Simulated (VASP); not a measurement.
# AlAs (F-43m) in VASP: a series of runs, part 2 of 3

VASP 6.6.1.

## (3) Single point, r2SCAN

POSCAR reads:

```
AlAs
1.0
    0.0000000000      2.8389246376      2.8389246376
    2.8389246376      0.0000000000      2.8389246376
    2.8389246376      2.8389246376      0.0000000000
Al As
1 1
Direct
    0.0000000000      0.0000000000      0.0000000000
    0.2500000000      0.2500000000      0.2500000000
```

INCAR.step1 reads:

```
ALGO     = Normal         # electronic algorithm
EDIFF    = 1E-5           # SCF threshold, eV
ENCUT    = 550            # plane-wave cutoff, eV
GGA      = PE             # functional
GGA_COMPAT= False        
ISMEAR   = 0              # smearing method
LASPH    = True           # aspherical terms in the spheres
LCHARG   = False          # write CHGCAR
LREAL    = False          # projectors in reciprocal space
LWAVE    = True           # write WAVECAR
NBANDS   = 11             # bands
NELM     = 120            # most SCF steps
PREC     = Accurate       # precision mode
SIGMA    = 0.01           # smearing width, eV
```

INCAR.step2 reads:

```
ALGO     = Normal         # electronic algorithm
EDIFF    = 1E-6           # SCF threshold, eV
ENCUT    = 550            # plane-wave cutoff, eV
GGA_COMPAT= False        
ISIF     = 2              # what is computed and relaxed
ISMEAR   = 0              # smearing method
ISTART   = 1            
LASPH    = True           # aspherical terms in the spheres
LCHARG   = False          # write CHGCAR
LMIXTAU  = True         
LREAL    = False          # projectors in reciprocal space
LWAVE    = False          # write WAVECAR
METAGGA  = R2SCAN         # meta-GGA
NBANDS   = 11             # bands
NELM     = 120            # most SCF steps
PREC     = Accurate       # precision mode
SIGMA    = 0.01           # smearing width, eV
```

KPOINTS reads:

```
k-points
0
Gamma
  4 4 4
```

Potentials or basis: VASP PAW PBE potentials, release 64 (Al, As).

The run is started by

```bash
> cat potpaw_PBE.64/Al/POTCAR potpaw_PBE.64/As/POTCAR > POTCAR
> cp INCAR.step1 INCAR
> mpirun -np 1 vasp_std > vasp.out
> cp INCAR.step2 INCAR
> mpirun -np 1 vasp_std > vasp.out
```

OUTCAR:

```text
EDIFF = 1E-6
   ENCUT = 550
   ISIF = 2
   ISMEAR = 0
   ISTART = 1
   LASPH = True
   LREAL = False
   METAGGA = R2SCAN
   NELM = 120
   PREC = Accurate

 ion  position               nearest neighbor table
   1  0.000  0.000  0.000-   2 2.46   2 2.46   2 2.46   2 2.46
   2  0.250  0.250  0.250-   1 2.46   1 2.46   1 2.46   1 2.46

  LATTYP: Found a face centered cubic cell.
 ALAT       =     5.6778492752

  Lattice vectors:

 A1 = (   0.0000000000,   2.8389246376,   2.8389246376)
 A2 = (   2.8389246376,   0.0000000000,   2.8389246376)
 A3 = (   2.8389246376,   2.8389246376,   0.0000000000)

Analysis of symmetry for initial positions (statically):
=====================================================================
 Subroutine PRICEL returns:
 Original cell was already a primitive cell.

 Routine SETGRP: Setting up the symmetry group for a
 face centered cubic supercell.

 Subroutine GETGRP returns: Found 24 space group operations
 (whereof 24 operations were pure point group operations)
 out of a pool of 48 trial point group operations.

The static configuration has the point symmetry T_d .

Analysis of symmetry for dynamics (positions and initial velocities):
=====================================================================
 Subroutine PRICEL returns:
 Original cell was already a primitive cell.

 Routine SETGRP: Setting up the symmetry group for a
 face centered cubic supercell.

 Subroutine GETGRP returns: Found 24 space group operations
 (whereof 24 operations were pure point group operations)
 out of a pool of 48 trial point group operations.

The dynamic configuration has the point symmetry T_d .

 Subroutine INISYM returns: Found 24 space group operations
 (whereof 24 operations are pure point group operations),
 and found     1 'primitive' translations

----------------------------------------------------------------------------------------

                                     Primitive cell

  volume of cell :      45.7606

  direct lattice vectors                    reciprocal lattice vectors
     0.000000000  2.838924638  2.838924638    -0.176123027  0.176123027  0.176123027
     2.838924638  0.000000000  2.838924638     0.176123027 -0.176123027  0.176123027
     2.838924638  2.838924638  0.000000000     0.176123027  0.176123027 -0.176123027

  length of vectors
     4.014845725  4.014845725  4.014845725     0.305054031  0.305054031  0.305054031

  position of ions in fractional coordinates (direct lattice)
     0.000000000  0.000000000  0.000000000
     0.250000000  0.250000000  0.250000000

  ion indices of the primitive-cell ions
   primitive index   ion index
                 1           1
                 2           2

----------------------------------------------------------------------------------------

 KPOINTS: k-points

Automatic generation of k-mesh.
 Grid dimensions read from file:
 generate k-points for:    4    4    4

 Generating k-lattice:

  Cartesian coordinates                     Fractional coordinates (reciprocal lattice)
    -0.044030757  0.044030757  0.044030757     0.250000000  0.000000000  0.000000000
     0.044030757 -0.044030757  0.044030757     0.000000000  0.250000000  0.000000000
     0.044030757  0.044030757 -0.044030757     0.000000000  0.000000000  0.250000000

  Length of vectors
     0.076263508  0.076263508  0.076263508

  Shift w.r.t. Gamma in fractional coordinates (k-lattice)
     0.000000000  0.000000000  0.000000000

 Subroutine IBZKPT returns following result:
 ===========================================

 Found      8 irreducible k-points:

 Following reciprocal coordinates:
            Coordinates               Weight
  0.000000  0.000000  0.000000      1.000000
  0.250000  0.000000  0.000000      8.000000
  0.500000  0.000000  0.000000      4.000000
  0.250000  0.250000  0.000000      6.000000
  0.500000  0.250000  0.000000     24.000000
 -0.250000  0.250000  0.000000     12.000000
  0.500000  0.500000  0.000000      3.000000
 -0.250000  0.500000  0.250000      6.000000
   k-points           NKPTS =      8   k-points in BZ     NKDIM =      8   number of bands    NBANDS=     11
   number of dos      NEDOS =    301   number of ions     NIONS =      2
   total plane-waves  NPLWV =  32768
   dimension x,y,z NGX =    32 NGY =   32 NGZ =   32
   dimension x,y,z NGXF=    64 NGYF=   64 NGZF=   64
   ions per type =               1   1
   NGX,Y,Z   is equivalent  to a cutoff of  13.25, 13.25, 13.25 a.u.
   NGXF,Y,Z  is equivalent  to a cutoff of  26.50, 26.50, 26.50 a.u.
 SYSTEM =  unknown system
   PREC   = accura    normal or accurate (medium, high low for compatibility)
   ISTART =      1    job   : 0-new  1-cont  2-samecut
   ICHARG =      0    charge: 1-file 2-atom 10-const
   ISPIN  =      1    spin polarized calculation?
   LNONCOLLINEAR =      F non collinear calculations
   LSORBIT =      F    spin-orbit coupling
   LASPH  =      T    aspherical Exc in radial PAW
   ENCUT  =  550.0 eV  40.42 Ry    6.36 a.u.   7.68  7.68  7.68*2*pi/ulx,y,z
   NELM   =    120;   NELMIN=  2; NELMDL=  0     # of ELM steps
   EDIFF  = 0.1E-05   stopping-criterion for ELM
   LREAL  =      F    real-space projection
   EDIFFG = 0.1E-04   stopping-criterion for IOM
   NSW    =      0    number of steps for IOM
   IBRION =     -1    ionic relax: 0-MD 1-quasi-New 2-CG
   NFREE  =      0    steps in history (QN), initial steepest desc. (CG)
   ISIF   =      2    stress and relaxation
   ISYM   =      2    0-nonsym 1-usesym 2-fastsym
   POTIM  = 0.5000    time-step for ionic-motion
   TEBEG  =    0.0;   TEEND  =   0.0 temperature during run
   PSTRESS=    0.0 pullay stress
   NELECT =       8.0000    total number of electrons
   NUPDOWN=      -1.0000    fix difference up-down
   EMIN   =  10.00;   EMAX   =-10.00  energy-range for DOS
   EFERMI =   0.00;   METHOD = LEGACY
   ISMEAR =     0;   SIGMA  =   0.01  broadening in eV -4-tet -1-fermi 0-gaus
   EFERMI_NEDOS =   21; number of points for ismear=-14 and -15
   IALGO  =     38    algorithm
   IMIX   =      4    mixing-type and parameters
     AMIX     =   0.40;   BMIX     =  1.00
     AMIX_MAG =   1.60;   BMIX_MAG =  1.00
  volume/ion in A,a.u.               =      22.88       154.40
  Fermi-wavevector in a.u.,A,eV,Ry     =   0.915393  1.729842 11.400927  0.837945
  Thomas-Fermi vector in A             =   2.040129
   LORBIT       =      0    0 simple, 1 ext, 2 COOP (PROOUT), +10 PAW based schemes
   METAGGA = R2SCAN    functional components
   LHFCALC =     F    Hartree Fock is set to
   AEXX    =    0.0000 exact exchange contribution
   IVDW    =     0    specifies the selected vdW correction
   LEPSILON=     F    determine dielectric tensor
   LRPA    =     F    only Hartree local field effects (RPA)
 non-spin polarized calculation
 Gauss-broadening in eV      SIGMA  =   0.01
  energy-cutoff  :      550.00
  volume of cell :       45.76
 maximum number of plane-waves:      1363
 NGX is ok and might be reduce to    32
   NGX = 15   NGY = 15   NGZ = 15

 number of electron       8.0000001 magnetization

 Free energy of the ion-electron system (eV)
  ---------------------------------------------------
  ext. energy  EPLUGINS =         0.00000000
  ---------------------------------------------------
  free energy    TOTEN  =       -22.59417571 eV

  energy without entropy =      -22.59417571  energy(sigma->0) =      -22.59417571

 E-fermi :   3.7138     XC(G=0):  -9.3959

 val. band max:        3.6210261348   @ k =   0.0000   0.0000   0.0000
 cond. band min:       5.4054285450   @ k =   0.5000   0.5000   0.0000
 fundamental gap:      1.7844024102
 Fermi energy:         3.7138488976

 k-point     1 :       0.0000    0.0000    0.0000
  band No.  band energies     occupation
      1      -8.6414      2.00000
      2       3.6210      2.00000
      3       3.6210      2.00000
      4       3.6210      2.00000
      5       6.2502      0.00000
      6       8.2992      0.00000
      7       8.2992      0.00000
      8       8.2992      0.00000
      9      13.1047      0.00000
     10      13.1047      0.00000
     11      13.2762      0.00000
[... 85 lines left out ...]
 k-point     8 :      -0.2500    0.5000    0.2500
  band No.  band energies     occupation
      1      -6.5677      2.00000
      2      -1.5374      2.00000
      3       0.3846      2.00000
      4       0.7655      2.00000
      5       8.3181      0.00000
      6       9.7406      0.00000
      7       9.8702      0.00000
      8      10.1427      0.00000
      9      14.9937      0.00000
     10      16.5624      0.00000
     11      17.0508      0.00000

------------------------ aborting loop because EDIFF is reached ----------------------------------------

  FORCE on cell =-STRESS in cart. coord.  units (eV):
  Direction    XX          YY          ZZ          XY          YZ          ZX
  --------------------------------------------------------------------------------------
  -------------------------------------------------------------------------------------
  Total        0.0628930      0.0628930      0.0628930     -0.0000000     -0.0000000     -0.0000000
  in kB        2.2020198      2.2020198      2.2020198     -0.0000000     -0.0000000     -0.0000000
  external PRESSURE =       2.2020198 kB  Pullay stress =       0.0000000 kB

 VOLUME and BASIS-vectors are now :
 -----------------------------------------------------------------------------
  energy-cutoff  :      550.00
  volume of cell :       45.76
      direct lattice vectors                 reciprocal lattice vectors
     0.000000000  2.838924638  2.838924638    -0.176123027  0.176123027  0.176123027
     2.838924638  0.000000000  2.838924638     0.176123027 -0.176123027  0.176123027
     2.838924638  2.838924638  0.000000000     0.176123027  0.176123027 -0.176123027

 POSITION                                       TOTAL-FORCE (eV/Angst)
 -----------------------------------------------------------------------------------
      0.00000      0.00000      0.00000        -0.000000     -0.000000     -0.000000
      1.41946      1.41946      1.41946         0.000000      0.000000      0.000000
 -----------------------------------------------------------------------------------
    total drift:                                0.000000      0.000000      0.000000

  FREE ENERGIE OF THE ION-ELECTRON SYSTEM (eV)
  ---------------------------------------------------
  free  energy   TOTEN  =       -22.5941757072 eV

  energy  without entropy=      -22.5941757072  energy(sigma->0) =      -22.59417571
```

Run time: 44 s. Hardware: 1 thread of AMD EPYC 7R13, shared host; peak memory 0.15 GiB.

What came out:

```yaml
Free_energy: -22.5942 eV
Pressure: 0.2 GPa
Band_gap_on_the_k_mesh: 1.78 eV (least direct gap 2.63 eV)
```

Caveat: the k points lie up to 0.48 Å⁻¹ apart; the PAW data sets were made with another functional, which shifts forces and pressure a little.

## (4) Single point, r2SCAN

POSCAR is that of step 3.

INCAR.step1 is that of step 3.

Edit INCAR.step2 of step 3 so:

```diff
@@ -8,5 +8,7 @@
 LASPH    = True           # aspherical terms in the spheres
-LCHARG   = False          # write CHGCAR
+LCHARG   = True           # write CHGCAR
+LELF     = True           # ELF
 LMIXTAU  = True         
 LREAL    = False          # projectors in reciprocal space
+LVHAR    = True         
 LWAVE    = False          # write WAVECAR
```

KPOINTS reads:

```
k-points
0
Gamma
  6 6 6
```

The run is started by

```bash
> cat potpaw_PBE.64/Al/POTCAR potpaw_PBE.64/As/POTCAR > POTCAR
> cp INCAR.step1 INCAR
> mpirun -np 1 vasp_std > vasp.out
> cp INCAR.step2 INCAR
> mpirun -np 1 vasp_std > vasp.out
```

It took 67 s on 1 thread of AMD EPYC 7R13, shared host; peak memory 0.15 GiB.

Results (log left out):

```yaml
Free_energy: -22.6871 eV
Pressure: 0.0 GPa
Band_gap_on_the_k_mesh: 1.80 eV (least direct gap 2.63 eV)
```

Levels at points of the mesh, in eV from the valence-band top:
| k point | band 2 | band 3 | band 4 | band 5 | band 6 | band 7 |
| --- | --- | --- | --- | --- | --- | --- |
| (0.00, 0.00, 0.00) | 0.00 | 0.00 | 0.00 | 2.63 | 4.69 | 4.69 |
| (0.50, 0.00, 0.00) | -5.66 | -0.84 | -0.84 | 2.61 | 5.09 | 5.09 |
| (0.50, 0.50, 0.00) | -5.51 | -2.22 | -2.22 | 1.80 | 2.68 | 11.11 |

Caveat: the PAW data sets were made with another functional, which shifts forces and pressure a little. A k mesh can miss the band edges.

## (5) Single point, r2SCAN

POSCAR is that of step 4.

INCAR.step1 reads:

```
SYSTEM = AlAs
PREC = Accurate ; ENCUT = 550
ISMEAR = 0 ; SIGMA = 0.01
LREAL = .FALSE. ; LASPH = .TRUE.
NELM = 120 ; NBANDS = 11
GGA = PE ; ALGO = Normal
EDIFF = 1E-5 ; LWAVE = .TRUE.
LCHARG = .FALSE. ; GGA_COMPAT = .FALSE.
```

INCAR.step2 reads:

```
SYSTEM = AlAs
PREC = Accurate ; ENCUT = 550
EDIFF = 1E-6 ; ISMEAR = 0
SIGMA = 0.01 ; LREAL = .FALSE.
LASPH = .TRUE. ; NELM = 120
ALGO = Normal ; ISIF = 2
LWAVE = .FALSE. ; LCHARG = .FALSE.
METAGGA = R2SCAN ; LMIXTAU = .TRUE.
NBANDS = 11 ; ISTART = 1
GGA_COMPAT = .FALSE.
```

KPOINTS reads:

```
Automatic mesh
0
G
  6 6 6
  0 0 0
```

Potentials or basis: VASP PAW PBE potentials, release 64 (Al, As).

The run is started by

```bash
> cat potpaw_PBE.64/Al/POTCAR potpaw_PBE.64/As/POTCAR > POTCAR
> cp INCAR.step1 INCAR
> mpirun -np 1 vasp_std > vasp.out
> cp INCAR.step2 INCAR
> mpirun -np 1 vasp_std > vasp.out
```

OUTCAR:

```text
SYSTEM = AlAs
   PREC = Accurate
   ENCUT = 550
   EDIFF = 1E-6
   ISMEAR = 0
   LREAL = .FALSE.
   LASPH = .TRUE.
   NELM = 120
   ISIF = 2
   METAGGA = R2SCAN
   ISTART = 1

 ion  position               nearest neighbor table
   1  0.000  0.000  0.000-   2 2.46   2 2.46   2 2.46   2 2.46
   2  0.250  0.250  0.250-   1 2.46   1 2.46   1 2.46   1 2.46

  LATTYP: Found a face centered cubic cell.
 ALAT       =     5.6778492752

  Lattice vectors:

 A1 = (   0.0000000000,   2.8389246376,   2.8389246376)
 A2 = (   2.8389246376,   0.0000000000,   2.8389246376)
 A3 = (   2.8389246376,   2.8389246376,   0.0000000000)

Analysis of symmetry for initial positions (statically):
=====================================================================
 Subroutine PRICEL returns:
 Original cell was already a primitive cell.

 Routine SETGRP: Setting up the symmetry group for a
 face centered cubic supercell.

 Subroutine GETGRP returns: Found 24 space group operations
 (whereof 24 operations were pure point group operations)
 out of a pool of 48 trial point group operations.

The static configuration has the point symmetry T_d .

Analysis of symmetry for dynamics (positions and initial velocities):
=====================================================================
 Subroutine PRICEL returns:
 Original cell was already a primitive cell.

 Routine SETGRP: Setting up the symmetry group for a
 face centered cubic supercell.

 Subroutine GETGRP returns: Found 24 space group operations
 (whereof 24 operations were pure point group operations)
 out of a pool of 48 trial point group operations.

The dynamic configuration has the point symmetry T_d .

 Subroutine INISYM returns: Found 24 space group operations
 (whereof 24 operations are pure point group operations),
 and found     1 'primitive' translations

----------------------------------------------------------------------------------------
[... 109 lines left out ...]
   METAGGA = R2SCAN    functional components
   LHFCALC =     F    Hartree Fock is set to
   AEXX    =    0.0000 exact exchange contribution
   IVDW    =     0    specifies the selected vdW correction
   LEPSILON=     F    determine dielectric tensor
   LRPA    =     F    only Hartree local field effects (RPA)
 non-spin polarized calculation
 Gauss-broadening in eV      SIGMA  =   0.01
  energy-cutoff  :      550.00
  volume of cell :       45.76
 maximum number of plane-waves:      1363
   NGX = 15   NGY = 15   NGZ = 15

 number of electron       8.0000001 magnetization

 Free energy of the ion-electron system (eV)
  ---------------------------------------------------
  ext. energy  EPLUGINS =         0.00000000
  ---------------------------------------------------
  free energy    TOTEN  =       -22.68705204 eV

  energy without entropy =      -22.68705204  energy(sigma->0) =      -22.68705204

 E-fermi :   3.6562     XC(G=0):  -9.4113

 val. band max:        3.5927778205   @ k =   0.0000   0.0000   0.0000
 cond. band min:       5.3957875742   @ k =   0.5000   0.5000   0.0000
 fundamental gap:      1.8030097537
 Fermi energy:         3.6561570307

 k-point     1 :       0.0000    0.0000    0.0000
  band No.  band energies     occupation
      1      -8.6745      2.00000
      2       3.5928      2.00000
      3       3.5928      2.00000
      4       3.5928      2.00000
      5       6.2227      0.00000
      6       8.2847      0.00000
      7       8.2847      0.00000
      8       8.2847      0.00000
      9      13.0937      0.00000
     10      13.0937      0.00000
     11      13.2792      0.00000
[... 197 lines left out ...]
 k-point    16 :      -0.3333    0.5000    0.1667
  band No.  band energies     occupation
      1      -6.6153      2.00000
      2      -1.6681      2.00000
      3       0.6090      2.00000
      4       0.8768      2.00000
      5       7.1491      0.00000
      6       8.1336      0.00000
      7      11.3001      0.00000
      8      11.9837      0.00000
      9      14.9522      0.00000
     10      16.5505      0.00000
     11      16.9988      0.00000

------------------------ aborting loop because EDIFF is reached ----------------------------------------

  FORCE on cell =-STRESS in cart. coord.  units (eV):
  Direction    XX          YY          ZZ          XY          YZ          ZX
  --------------------------------------------------------------------------------------
  -------------------------------------------------------------------------------------
  Total       -0.0070184     -0.0070184     -0.0070184      0.0000000      0.0000000     -0.0000000
  in kB       -0.2457299     -0.2457299     -0.2457299      0.0000000      0.0000000     -0.0000000
  external PRESSURE =      -0.2457299 kB  Pullay stress =       0.0000000 kB

 VOLUME and BASIS-vectors are now :
 -----------------------------------------------------------------------------
  energy-cutoff  :      550.00
  volume of cell :       45.76
      direct lattice vectors                 reciprocal lattice vectors
     0.000000000  2.838924638  2.838924638    -0.176123027  0.176123027  0.176123027
     2.838924638  0.000000000  2.838924638     0.176123027 -0.176123027  0.176123027
     2.838924638  2.838924638  0.000000000     0.176123027  0.176123027 -0.176123027

 POSITION                                       TOTAL-FORCE (eV/Angst)
 -----------------------------------------------------------------------------------
      0.00000      0.00000      0.00000         0.000000      0.000000      0.000000
      1.41946      1.41946      1.41946        -0.000000     -0.000000     -0.000000
 -----------------------------------------------------------------------------------
    total drift:                                0.000000      0.000000      0.000000

  FREE ENERGIE OF THE ION-ELECTRON SYSTEM (eV)
  ---------------------------------------------------
  free  energy   TOTEN  =       -22.6870520417 eV

  energy  without entropy=      -22.6870520417  energy(sigma->0) =      -22.68705204
```

OUTCAR.step1:

```text
SYSTEM = AlAs
   PREC = Accurate
   ENCUT = 550
   ISMEAR = 0
   LREAL = .FALSE.
   LASPH = .TRUE.
[... 434 lines left out ...]
      0.00000      0.00000      0.00000        -0.000000     -0.000000     -0.000000
      1.41946      1.41946      1.41946         0.000000      0.000000      0.000000
 -----------------------------------------------------------------------------------
    total drift:                                0.000000      0.000000      0.000000

  FREE ENERGIE OF THE ION-ELECTRON SYSTEM (eV)
  ---------------------------------------------------
  free  energy   TOTEN  =        -9.3691927413 eV

  energy  without entropy=       -9.3691927413  energy(sigma->0) =       -9.36919274
```

It took 68 s on 1 thread of AMD EPYC 7R13, shared host; peak memory 0.15 GiB.

What came out:

```yaml
Free_energy: -22.6871 eV
Pressure: 0.0 GPa
Band_gap_on_the_k_mesh: 1.80 eV (least direct gap 2.63 eV)
```

Caveat: the PAW data sets were made with another functional, which shifts forces and pressure a little.

(Continued in part 3 of 3.)
